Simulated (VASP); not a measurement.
# GaF (Pm-3m) in VASP: further runs, part 2 of 2

VASP 6.6.1. The steps go on from the part before.

### Step 6. Single point, PBE

This run uses another cell than the first one, of 14.91 Å³/atom, 0.959 times its volume.

Input file INCAR:

```
PREC     = Accurate       # precision mode
ENCUT    = 520            # plane-wave cutoff, eV
EDIFF    = 1E-6           # SCF threshold, eV
ISMEAR   = -1             # smearing method
SIGMA    = 0.05           # smearing width, eV
LREAL    = F              # projectors in reciprocal space
LASPH    = T              # aspherical terms in the spheres
NELM     = 100            # most SCF steps
ALGO     = Normal         # electronic algorithm
ISIF     = 2              # what is computed and relaxed
LWAVE    = F              # write WAVECAR
LCHARG   = F              # write CHGCAR
GGA      = PE             # functional
NBANDS   = 17             # bands
```

Input file KPOINTS:

```
Automatic mesh
0
Gamma
  8 8 8
```

Input file POSCAR:

```
GaF
1.0
    3.1012912533      0.0000000000      0.0000000000
    0.0000000000      3.1012912533      0.0000000000
    0.0000000000      0.0000000000      3.1012912533
Ga F
1 1
Direct
    0.0000000000      0.0000000000      0.0000000000
    0.5000000000      0.5000000000      0.5000000000
```

Potentials or basis: VASP PAW PBE potentials, release 64 (Ga_d, F).

The run is started by

```sh
$ cat potpaw_PBE.64/Ga_d/POTCAR potpaw_PBE.64/F/POTCAR > POTCAR
$ mpirun -np 1 vasp_std > vasp.out
```

OUTCAR:

```text
PREC = Accurate
   ENCUT = 520
   EDIFF = 1E-6
   ISMEAR = -1
   LREAL = F
   LASPH = T
   NELM = 100
   ISIF = 2
   GGA = PE

 ion  position               nearest neighbor table
   1  0.000  0.000  0.000-
   2  0.500  0.500  0.500-

  LATTYP: Found a simple cubic cell.
 ALAT       =     3.1012912533

  Lattice vectors:

 A1 = (   3.1012912533,   0.0000000000,   0.0000000000)
 A2 = (   0.0000000000,   3.1012912533,   0.0000000000)
 A3 = (   0.0000000000,   0.0000000000,   3.1012912533)

Analysis of symmetry for initial positions (statically):
=====================================================================
 Subroutine PRICEL returns:
 Original cell was already a primitive cell.

 Routine SETGRP: Setting up the symmetry group for a
 simple cubic supercell.

 Subroutine GETGRP returns: Found 48 space group operations
 (whereof 48 operations were pure point group operations)
 out of a pool of 48 trial point group operations.

The static configuration has the point symmetry O_h .

Analysis of symmetry for dynamics (positions and initial velocities):
=====================================================================
 Subroutine PRICEL returns:
 Original cell was already a primitive cell.

 Routine SETGRP: Setting up the symmetry group for a
 simple cubic supercell.

 Subroutine GETGRP returns: Found 48 space group operations
 (whereof 48 operations were pure point group operations)
 out of a pool of 48 trial point group operations.

The dynamic configuration has the point symmetry O_h .

 Subroutine INISYM returns: Found 48 space group operations
[... 107 lines left out ...]
   PSTRESS=    0.0 pullay stress
   NELECT =      20.0000    total number of electrons
   NUPDOWN=      -1.0000    fix difference up-down
   EMIN   =  10.00;   EMAX   =-10.00  energy-range for DOS
   EFERMI =   0.00;   METHOD = LEGACY
   ISMEAR =    -1;   SIGMA  =   0.05  broadening in eV -4-tet -1-fermi 0-gaus
   EFERMI_NEDOS =   21; number of points for ismear=-14 and -15
   IALGO  =     38    algorithm
   IMIX   =      4    mixing-type and parameters
     AMIX     =   0.40;   BMIX     =  1.00
     AMIX_MAG =   1.60;   BMIX_MAG =  1.00
  volume/ion in A,a.u.               =      14.91       100.65
  Fermi-wavevector in a.u.,A,eV,Ry     =   1.432877  2.707745 27.934622  2.053137
  Thomas-Fermi vector in A             =   2.552457
   LORBIT       =      0    0 simple, 1 ext, 2 COOP (PROOUT), +10 PAW based schemes
   GGA     = PE    functional components
   LHFCALC =     F    Hartree Fock is set to
   AEXX    =    0.0000 exact exchange contribution
   IVDW    =     0    specifies the selected vdW correction
   LEPSILON=     F    determine dielectric tensor
   LRPA    =     F    only Hartree local field effects (RPA)
 non-spin polarized calculation
  energy-cutoff  :      520.00
  volume of cell :       29.83
 maximum number of plane-waves:       840
 NGX is ok and might be reduce to    24
   NGX = 11   NGY = 11   NGZ = 11

 number of electron      19.9999996 magnetization

 Free energy of the ion-electron system (eV)
  ---------------------------------------------------
  ext. energy  EPLUGINS =         0.00000000
  ---------------------------------------------------
  free energy    TOTEN  =        -7.41400600 eV

  energy without entropy =       -7.41360789  energy(sigma->0) =       -7.41380695

 E-fermi :   3.3589     XC(G=0): -10.4047

 val. band max:        2.5596305037   @ k =   0.5000   0.5000   0.3750
 cond. band min:       3.3962465333   @ k =   0.5000   0.0000   0.0000
 fundamental gap:      0.8366160296
 Fermi energy:         3.3589321000

 k-point     1 :       0.0000    0.0000    0.0000
  band No.  band energies     occupation
      1     -19.4478      2.00000
      2     -11.1902      2.00000
      3     -11.1902      2.00000
      4     -10.9923      2.00000
      5     -10.9923      2.00000
      6     -10.9923      2.00000
[... 457 lines left out ...]
      4     -11.0481      2.00000
      5     -11.0424      2.00000
      6     -10.9649      2.00000
[... 9 lines left out ...]
     16      19.1163      0.00000
     17      21.6318      0.00000

 [... further k-points ...]

------------------------ aborting loop because EDIFF is reached ----------------------------------------

  FORCE on cell =-STRESS in cart. coord.  units (eV):
  Direction    XX          YY          ZZ          XY          YZ          ZX
  --------------------------------------------------------------------------------------
  -------------------------------------------------------------------------------------
  Total        0.5511489      0.5511489      0.5511489      0.0000000     -0.0000000      0.0000000
  in kB       29.6041006     29.6041006     29.6041006      0.0000000     -0.0000000      0.0000000
  external PRESSURE =      29.6041006 kB  Pullay stress =       0.0000000 kB

 VOLUME and BASIS-vectors are now :
 -----------------------------------------------------------------------------
  energy-cutoff  :      520.00
  volume of cell :       29.83
      direct lattice vectors                 reciprocal lattice vectors
     3.101291253  0.000000000  0.000000000     0.322446336  0.000000000  0.000000000
     0.000000000  3.101291253  0.000000000     0.000000000  0.322446336  0.000000000
     0.000000000  0.000000000  3.101291253     0.000000000  0.000000000  0.322446336

 POSITION                                       TOTAL-FORCE (eV/Angst)
 -----------------------------------------------------------------------------------
      0.00000      0.00000      0.00000         0.000000      0.000000      0.000000
      1.55065      1.55065      1.55065         0.000000      0.000000      0.000000
 -----------------------------------------------------------------------------------
    total drift:                                0.000000      0.000000     -0.000000

  FREE ENERGIE OF THE ION-ELECTRON SYSTEM (eV)
  ---------------------------------------------------
  free  energy   TOTEN  =        -7.4140060049 eV

  energy  without entropy=       -7.4136078864  energy(sigma->0) =       -7.41380695
```

OSZICAR:

```text
N       E                     dE             d eps       ncg     rms          rms(c)
DAV:   1     0.113984726416E+03    0.11398E+03   -0.10965E+04  1327   0.197E+03
DAV:   2    -0.329669215165E+00   -0.11431E+03   -0.10821E+03  1358   0.340E+02
DAV:   3    -0.831945569350E+01   -0.79898E+01   -0.79597E+01  1399   0.809E+01
DAV:   4    -0.840680060586E+01   -0.87345E-01   -0.87320E-01  1366   0.872E+00
DAV:   5    -0.840804758260E+01   -0.12470E-02   -0.12469E-02  1479   0.974E-01    0.556E+00
DAV:   6    -0.746675287289E+01    0.94129E+00   -0.35219E+00  1345   0.162E+01    0.224E+00
DAV:   7    -0.743092465508E+01    0.35828E-01   -0.24584E-01  1229   0.383E+00    0.972E-01
DAV:   8    -0.741559334926E+01    0.15331E-01   -0.74399E-02  1311   0.234E+00    0.352E-01
DAV:   9    -0.741385278712E+01    0.17406E-02   -0.69080E-03  1290   0.599E-01    0.942E-02
DAV:  10    -0.741402352676E+01   -0.17074E-03   -0.29868E-04  1266   0.190E-01    0.300E-02
DAV:  11    -0.741400540122E+01    0.18126E-04   -0.53717E-05  1344   0.780E-02    0.581E-03
DAV:  12    -0.741400600491E+01   -0.60369E-06   -0.36151E-06  1235   0.172E-02
   1 F= -.74140060E+01 E0= -.74138069E+01  d E =-.398118E-03
```

stdout:

```text
POSCAR found type information on POSCAR GaF
 POSCAR found :  2 types and       2 ions
 scaLAPACK will be used
 LDA part: xc-table for (Slater+PW92), standard interpolation
 POSCAR, INCAR and KPOINTS ok, starting setup
 FFT: planning ... GRIDC
 FFT: planning ... GRID_SOFT
 FFT: planning ... GRID
 WAVECAR not read
 entering main loop
```

It took 8.9 s on 1 thread of Intel Xeon Platinum 8259CL at 2.50GHz (Skylake/Cascade Lake), shared host; peak memory 0.14 GiB.

What came out:

```yaml
Free_energy: -7.4140 eV
Pressure: 3.0 GPa
Band_gap_on_the_k_mesh: zero (band 10 reaches 3.52 eV, above the bottom of band 11 at 3.40 eV)
```

### Step 7. Summary

```tsv
cell	gap on the mesh (eV)	pressure (GPa)
a = 3.145 Å, 2 atoms	0.19	0.8
a = 3.187 Å, 2 atoms	0.48	-1.0
a = 3.208 Å, 2 atoms	0.62	-1.7
a = 3.228 Å, 2 atoms	0.75	-2.4
a = 3.101 Å, 2 atoms	none	3.0
```

Alike in all rows: task single point; level PBE; potentials or basis VASP PAW PBE potentials, release 64 (Ga_d, F); no spin polarisation; k mesh 8 × 8 × 8; cutoff (eV) 520; smearing fermi-dirac 0.05 eV.

Total energies depend on the potentials used, so only differences within one code and one set of settings carry meaning.
